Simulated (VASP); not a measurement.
# Ru (P6_3/mmc) in VASP: a series of runs

The runs below take Ru through single point, relaxation of cell and atoms, with PBEsol.

Program: VASP 6.6.1. These are calculated values, not measurements. Logs are shortened: lines on timing, memory, paths and dates and some standing lists are left out, and cuts for length are marked.

## Step 1: The cell of the first run

It takes space group P6_3/mmc (No. 194, hexagonal). Conventional cell: a = 2.689 Å, b = 2.689 Å, c = 4.254 Å, α = 90.00°, β = 90.00°, γ = 120.00°. Ru (site symmetry -6m2) has 12 Ru at 2.63 to 2.69 Å within 3.5 Å.

## Step 2: Single point, PBEsol

The input, INCAR:

```
SYSTEM = Ru
PREC = Accurate ; ENCUT = 520
EDIFF = 1E-6 ; ISMEAR = 0
SIGMA = 0.05 ; LREAL = .False.
LASPH = .True. ; NELM = 80
ALGO = Normal ; ISIF = 2
LWAVE = .False. ; LCHARG = .True.
GGA = PS ; LELF = .True.
LVHAR = .True. ; NBANDS = 21
```

The input, KPOINTS:

```
Automatic mesh
0
Gamma
  18 18 10
  0 0 0
```

The input, POSCAR:

```
Ru
1.0
    2.6887700148      0.0000000000      0.0000000000
   -1.3443850074      2.3285431377      0.0000000000
    0.0000000000      0.0000000000      4.2537440893
Ru
2
Direct
    0.3333333333      0.6666666667      0.7500000000
    0.6666666667      0.3333333333      0.2500000000
```

Potentials or basis: VASP PAW PBE potentials, release 64 (Ru_pv).

Launch:

```sh
> cat potpaw_PBE.64/Ru_pv/POTCAR > POTCAR
> mpirun -np 1 vasp_std > vasp.out
```

OUTCAR:

```text
SYSTEM = Ru
   PREC = Accurate
   ENCUT = 520
   EDIFF = 1E-6
   ISMEAR = 0
   LREAL = .False.
   LASPH = .True.
   NELM = 80
   ISIF = 2
   GGA = PS

 ion  position               nearest neighbor table
   1  0.333  0.667  0.750-   2 2.63   2 2.63   2 2.63   2 2.63   2 2.63   2 2.63
   2  0.667  0.333  0.250-   1 2.63   1 2.63   1 2.63   1 2.63   1 2.63   1 2.63

  LATTYP: Found a hexagonal cell.
 ALAT       =     2.6887700148
 C/A-ratio  =     1.5820408833

  Lattice vectors:

 A1 = (   2.6887700148,   0.0000000000,   0.0000000000)
 A2 = (  -1.3443850074,   2.3285431377,   0.0000000000)
 A3 = (   0.0000000000,   0.0000000000,   4.2537440893)

Analysis of symmetry for initial positions (statically):
=====================================================================
 Subroutine PRICEL returns:
 Original cell was already a primitive cell.

 Routine SETGRP: Setting up the symmetry group for a
 hexagonal supercell.

 Subroutine GETGRP returns: Found 24 space group operations
 (whereof 12 operations were pure point group operations)
 out of a pool of 24 trial point group operations.

The static configuration has the point symmetry D_3d.
 The point group associated with its full space group is D_6h.

Analysis of symmetry for dynamics (positions and initial velocities):
=====================================================================
 Subroutine PRICEL returns:
 Original cell was already a primitive cell.

 Routine SETGRP: Setting up the symmetry group for a
 hexagonal supercell.

 Subroutine GETGRP returns: Found 24 space group operations
 (whereof 12 operations were pure point group operations)
 out of a pool of 24 trial point group operations.

The dynamic configuration has the point symmetry D_3d.
 The point group associated with its full space group is D_6h.

 Subroutine INISYM returns: Found 24 space group operations
 (whereof 12 operations are pure point group operations),
 and found     1 'primitive' translations

----------------------------------------------------------------------------------------

                                     Primitive cell

  volume of cell :      26.6323

  direct lattice vectors                    reciprocal lattice vectors
     2.688770015  0.000000000  0.000000000     0.371917269  0.214726535  0.000000000
    -1.344385007  2.328543138  0.000000000     0.000000000  0.429453070  0.000000000
     0.000000000  0.000000000  4.253744089     0.000000000  0.000000000  0.235087015
[... 76 lines left out ...]
   ISTART =      0    job   : 0-new  1-cont  2-samecut
   ICHARG =      2    charge: 1-file 2-atom 10-const
   ISPIN  =      1    spin polarized calculation?
   LNONCOLLINEAR =      F non collinear calculations
   LSORBIT =      F    spin-orbit coupling
   LASPH  =      T    aspherical Exc in radial PAW
   ENCUT  =  520.0 eV  38.22 Ry    6.18 a.u.   5.00  5.00  7.91*2*pi/ulx,y,z
   NELM   =     80;   NELMIN=  2; NELMDL= -5     # of ELM steps
   EDIFF  = 0.1E-05   stopping-criterion for ELM
   LREAL  =      F    real-space projection
   EDIFFG = 0.1E-04   stopping-criterion for IOM
   NSW    =      0    number of steps for IOM
   IBRION =     -1    ionic relax: 0-MD 1-quasi-New 2-CG
   NFREE  =      0    steps in history (QN), initial steepest desc. (CG)
   ISIF   =      2    stress and relaxation
   ISYM   =      2    0-nonsym 1-usesym 2-fastsym
   POTIM  = 0.5000    time-step for ionic-motion
   TEBEG  =    0.0;   TEEND  =   0.0 temperature during run
   PSTRESS=    0.0 pullay stress
   NELECT =      28.0000    total number of electrons
   NUPDOWN=      -1.0000    fix difference up-down
   EMIN   =  10.00;   EMAX   =-10.00  energy-range for DOS
   EFERMI =   0.00;   METHOD = LEGACY
   ISMEAR =     0;   SIGMA  =   0.05  broadening in eV -4-tet -1-fermi 0-gaus
   EFERMI_NEDOS =   21; number of points for ismear=-14 and -15
   IALGO  =     38    algorithm
   IMIX   =      4    mixing-type and parameters
     AMIX     =   0.40;   BMIX     =  1.00
     AMIX_MAG =   1.60;   BMIX_MAG =  1.00
  volume/ion in A,a.u.               =      13.32        89.86
  Fermi-wavevector in a.u.,A,eV,Ry     =   1.664656  3.145743 37.702811  2.771078
  Thomas-Fermi vector in A             =   2.751162
   LORBIT       =      0    0 simple, 1 ext, 2 COOP (PROOUT), +10 PAW based schemes
   GGA     = PS    functional components
   LHFCALC =     F    Hartree Fock is set to
   AEXX    =    0.0000 exact exchange contribution
   IVDW    =     0    specifies the selected vdW correction
   LEPSILON=     F    determine dielectric tensor
   LRPA    =     F    only Hartree local field effects (RPA)
 non-spin polarized calculation
 Gauss-broadening in eV      SIGMA  =   0.05
  energy-cutoff  :      520.00
  volume of cell :       26.63
 maximum number of plane-waves:       744
 NGX is ok and might be reduce to    20
   NGX =  9   NGY =  9   NGZ = 15

 number of electron      27.9999997 magnetization

 Free energy of the ion-electron system (eV)
  ---------------------------------------------------
  ext. energy  EPLUGINS =         0.00000000
  ---------------------------------------------------
  free energy    TOTEN  =       -20.34161299 eV

  energy without entropy =      -20.33915928  energy(sigma->0) =      -20.34038614

 E-fermi :  13.0449     XC(G=0): -14.4009

 val. band max:       13.0399164951   @ k =   0.3333   0.1111   0.3000
 cond. band min:      13.0467230012   @ k =   0.1667  -0.0000   0.4000
 fundamental gap:      0.0068065061
 Fermi energy:        13.0448852775

 k-point     1 :       0.0000    0.0000    0.0000
  band No.  band energies     occupation
      1     -30.6198      2.00000
      2     -29.6185      2.00000
      3     -29.6185      2.00000
      4     -29.4366      2.00000
      5     -29.4366      2.00000
      6     -29.3930      2.00000
[... 565 lines left out ...]
     20      23.3153      0.00000
     21      24.3505      0.00000

 [... further k-points ...]
[... 5 lines left out ...]
  --------------------------------------------------------------------------------------
  -------------------------------------------------------------------------------------
  Total        0.0001804      0.0001804     -0.0008560      0.0000000     -0.0000000      0.0000000
  in kB        0.0108521      0.0108521     -0.0514953      0.0000000     -0.0000000      0.0000000
  external PRESSURE =      -0.0099304 kB  Pullay stress =       0.0000000 kB

 VOLUME and BASIS-vectors are now :
 -----------------------------------------------------------------------------
  energy-cutoff  :      520.00
  volume of cell :       26.63
      direct lattice vectors                 reciprocal lattice vectors
     2.688770015  0.000000000  0.000000000     0.371917269  0.214726535  0.000000000
    -1.344385007  2.328543138  0.000000000     0.000000000  0.429453070  0.000000000
     0.000000000  0.000000000  4.253744089     0.000000000  0.000000000  0.235087015

 POSITION                                       TOTAL-FORCE (eV/Angst)
 -----------------------------------------------------------------------------------
     -0.00000      1.55236      3.19031        -0.000000      0.000000      0.000000
      1.34439      0.77618      1.06344         0.000000      0.000000      0.000000
 -----------------------------------------------------------------------------------
    total drift:                               -0.000000      0.000000     -0.000000

  FREE ENERGIE OF THE ION-ELECTRON SYSTEM (eV)
  ---------------------------------------------------
  free  energy   TOTEN  =       -20.3416129949 eV

  energy  without entropy=      -20.3391592768  energy(sigma->0) =      -20.34038614
```

OSZICAR:

```text
N       E                     dE             d eps       ncg     rms          rms(c)
DAV:   1     0.283307737513E+03    0.28331E+03   -0.17480E+04  9356   0.148E+03
DAV:   2    -0.160766105036E+02   -0.29938E+03   -0.29012E+03  9552   0.445E+02
DAV:   3    -0.218880556539E+02   -0.58114E+01   -0.57711E+01 11004   0.692E+01
DAV:   4    -0.219304719710E+02   -0.42416E-01   -0.42366E-01 11494   0.568E+00
DAV:   5    -0.219310380635E+02   -0.56609E-03   -0.56231E-03 10712   0.588E-01    0.202E+01
DAV:   6    -0.204389934471E+02    0.14920E+01   -0.33113E+00 10969   0.177E+01    0.527E+00
DAV:   7    -0.203526256751E+02    0.86368E-01   -0.62580E-01 10704   0.552E+00    0.945E-01
DAV:   8    -0.203432930367E+02    0.93326E-02   -0.16576E-02 10169   0.120E+00    0.485E-01
DAV:   9    -0.203416002788E+02    0.16928E-02   -0.15861E-03 10782   0.436E-01    0.325E-02
DAV:  10    -0.203416138729E+02   -0.13594E-04   -0.67210E-05 10497   0.847E-02    0.191E-02
DAV:  11    -0.203416129949E+02    0.87797E-06   -0.59218E-06 10509   0.233E-02
   1 F= -.20341613E+02 E0= -.20340386E+02  d E =-.245372E-02
```

stdout:

```text
POSCAR found type information on POSCAR Ru
 POSCAR found :  1 types and       2 ions
 scaLAPACK will be used
 -----------------------------------------------------------------------------
|                                                                             |
|                                                                             |
|     You enforced a specific xc type in the INCAR file but a different       |
|     I HOPE YOU KNOW WHAT YOU ARE DOING!                                     |
|                                                                             |
 -----------------------------------------------------------------------------

 LDA part: xc-table for (Slater+PW92), standard interpolation
 POSCAR, INCAR and KPOINTS ok, starting setup
 FFT: planning ... GRIDC
 FFT: planning ... GRID_SOFT
 FFT: planning ... GRID
 WAVECAR not read
 entering main loop
```

Run time: 62 s. Hardware: 1 thread of Intel Xeon Platinum 8259CL at 2.50GHz (Skylake/Cascade Lake), shared host; peak memory 0.21 GiB.

What came out:

- Free energy: -20.3416 eV
- Pressure: 0.0 GPa
- Band gap on the k mesh: zero (band 14 reaches 14.58 eV, above the bottom of band 15 at 11.36 eV)

Caveat: the PAW data sets were made with another functional, which shifts forces and pressure a little.

## Step 3: Relaxation of cell and atoms, PBEsol

This run uses another cell than the first one, of 13.50 Å³/atom, 1.014 times its volume.

The input, INCAR:

```
ALGO = Normal ; EDIFF = 1E-7
EDIFFG = -0.01 ; ENCUT = 600
GGA = PS ; IBRION = 2
ISIF = 3 ; ISMEAR = 0
LASPH = T ; LCHARG = F
LREAL = F ; LWAVE = F
NELM = 100 ; NSW = 80
PREC = Accurate ; SIGMA = 0.05
```

The input, KPOINTS:

```
k-points
0
Gamma
  18 18 10
```

The input, POSCAR:

```
Ru
1.0
    2.7000000000      0.0000000000      0.0000000000
   -1.3500000000      2.3382685902      0.0000000000
    0.0000000000      0.0000000000      4.2768000000
Ru
2
Direct
    0.3333333333      0.6666666667      0.7500000000
    0.6666666667      0.3333333333      0.2500000000
```

Potentials or basis: VASP PAW PBE potentials, release 64 (Ru_pv).

Launch:

```sh
> cat potpaw_PBE.64/Ru_pv/POTCAR > POTCAR
> mpirun -np 1 vasp_std > vasp.out
```

It took 4.1 min on 1 thread of Intel Xeon Platinum 8259CL at 2.50GHz (Skylake/Cascade Lake), shared host; peak memory 0.24 GiB.

Results (log left out):

```
Free energy                            : -20.3426 eV
Relaxed volume                         : 13.31 Å³/atom
Relaxed cell                           : a = 2.688 Å, b = 2.688 Å, c = 4.255 Å, α = 90.00°, β = 90.00°, γ = 120.00°
Space group after relaxing (to 0.05 Å) : P6_3/mmc (No. 194)
Energy gained by relaxing              : 2.8 meV/atom
Ionic steps                            : 4
Pressure after relaxing                : 0.0 GPa
Band gap on the k mesh                 : zero (band 14 reaches 14.59 eV, above the bottom of band 15 at 11.36 eV)
```

Stress tensor (GPa, compression positive):
```
 0.08  0.00  0.00
 0.00  0.08  0.00
 0.00  0.00 -0.11
```

The path:
| step | energy change (eV) | largest force (eV/Å) | pressure (GPa) | volume (Å³) |
| --- | --- | --- | --- | --- |
| 1 | 0.0000 | 0.0000 | -4.72 | 27.00 |
| 2 | 0.0541 | 0.0000 | 17.27 | 25.47 |
| 3 | -0.0056 | 0.0000 | -0.08 | 26.63 |
| 4 | -0.0056 | 0.0000 | 0.01 | 26.63 |

Final structure:
```xyz
2
Lattice="2.6882 0.0000 0.0000 -1.3441 2.3280 0.0000 0.0000 0.0000 4.2547" Properties=species:S:1:pos:R:3 pbc="T T T"
Ru    0.0000    1.5520    3.1910
Ru    1.3441    0.7760    1.0637
```

Levels at points of the mesh, in eV from the Fermi level:
```
           k point  band 10  band 11  band 12  band 13  band 14  band 15  band 16  band 17  band 18
(0.00, 0.00, 0.00)    -2.67    -2.49    -1.96    -1.96    -1.42    -1.42     1.24     1.24     1.27
(0.50, 0.00, 0.00)    -3.10    -2.13    -1.85    -1.56     1.50     1.94     2.01     4.18     6.25
(0.00, 0.00, 0.50)    -2.84    -2.84    -2.84    -2.79    -2.79     0.59     0.59     0.59     0.59
(0.50, 0.00, 0.50)    -4.67    -1.08    -1.08     0.46     0.46     1.77     1.77     3.46     3.46
```

Caveat: the PAW data sets were made with another functional, which shifts forces and pressure a little.
